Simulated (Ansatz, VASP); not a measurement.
## Two plane-wave programs on InSe

The input INCAR:

```
SYSTEM = InSe
PREC = Accurate
ENCUT = 520
EDIFF = 1E-6
ISMEAR = 0
SIGMA = 0.03
LREAL = .FALSE.
LASPH = .TRUE.
NELM = 60
ALGO = Normal
ISIF = 2
LWAVE = .FALSE.
LCHARG = .FALSE.
GGA = PE
IVDW = 12
NBANDS = 48
```

The input KPOINTS:

```
regular mesh
0
G
  9 9 2
  0 0 0
```

The input POSCAR:

```
InSe
1.0
   -4.0317714842      0.0000000000      0.0000000000
   -2.0158857421     -3.4916165276      0.0000000000
    0.0000000000      0.0000000000     22.7623716544
In Se
4 4
Direct
    0.3333333333      0.3333333333      0.1227282744
    0.6666666667      0.6666666667      0.4909318147
    0.3333333333      0.3333333333      0.2454752658
    0.6666666667      0.6666666667      0.6136788060
    0.3333333333      0.3333333333      0.4343852793
    0.6666666667      0.6666666667      0.0661817391
    0.3333333333      0.3333333333      0.6702253413
    0.6666666667      0.6666666667      0.3020218011
```

Input for Ansatz:

```yaml
crystal:
  lattice:
    - [-4.0317714892, 0.0, 0.0]
    - [-2.0158857446, -3.4916165319, 0.0]
    - [0.0, 0.0, 22.7623717322]
  atoms:
    - { symbol: In, position: [0.3333333333, 0.3333333333, 0.1227282751] }
    - { symbol: In, position: [0.6666666667, 0.6666666667, 0.4909318158] }
    - { symbol: In, position: [0.3333333333, 0.3333333333, 0.2454752656] }
    - { symbol: In, position: [0.6666666667, 0.6666666667, 0.6136788063] }
    - { symbol: Se, position: [0.3333333333, 0.3333333333, 0.4343852808] }
    - { symbol: Se, position: [0.6666666667, 0.6666666667, 0.0661817402] }
    - { symbol: Se, position: [0.3333333333, 0.3333333333, 0.6702253412] }
    - { symbol: Se, position: [0.6666666667, 0.6666666667, 0.3020218005] }
basis:
  ecutwfc: 420
kpoints:
  mp_grid: { grid: [9, 9, 2] }
hamiltonian:
  xc: pbe
  dispersion: d3bj
scf:
  occupations: { method: gaussian, width: 0.03 }
output:
  forces: true
  stress: true
  eigenvalues: true
```

Alike in both runs: task single point; functional PBE; dispersion D3(BJ); k mesh 9 × 9 × 2; occupations gaussian, width 0.03 eV; no spin polarisation.

```csv
,VASP,Ansatz
version,VASP 6.6.1,Ansatz 0.2.0
potentials or method,"VASP PAW PBE potentials, release 64 (In_d, Se), cutoff 520 eV","scalar-relativistic, plane waves, PAW"
valence electrons in the cell,76,116
```

|  | VASP | Ansatz | Ansatz less VASP |
| --- | --- | --- | --- |
| gap on the k mesh at the Fermi level (eV) | 1.05 | 1.06 | +0.011 |
| least direct gap on the mesh (eV) | 1.11 | 1.12 | +0.010 |
| rms of the force components (eV/Å) | 0.019 | 0.012 | -0.0070 |

Atom by atom the forces differ by 0.008 eV/Å (rms over components). VASP's potentials hold 76 valence electrons a cell and Ansatz's 116, so a difference there can come from the potentials and not from the codes.
